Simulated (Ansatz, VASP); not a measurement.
# One calculation of Be, two programs

```
Be
1.0
     2.22296    0.00000    0.00000
    -1.11148    1.92514    0.00000
     0.00000    0.00000    3.48880
Be
2
Direct
  0.33333 0.66667 0.25000
  0.66667 0.33333 0.75000
```

Alike in both runs: task single point; functional RPBE; k mesh 26 × 26 × 14; occupations fermi-dirac, width 0.1 eV; no spin polarisation.

```csv
,VASP,Ansatz
version,VASP 6.6.1,Ansatz 0.2.0
potentials or method,"VASP PAW PBE potentials, release 64 (Be), cutoff 520 eV","plane waves (420 eV) with PAW, scalar-relativistic"
valence electrons in the cell,4,4
```

```tsv
	VASP	Ansatz	Ansatz less VASP
pressure (GPa)	11.4	11.3	-0.05
traceless stress, the component that is largest in VASP (GPa)	1.86	1.82	-0.041
```

VASP's potentials were made for PBE, not for RPBE.
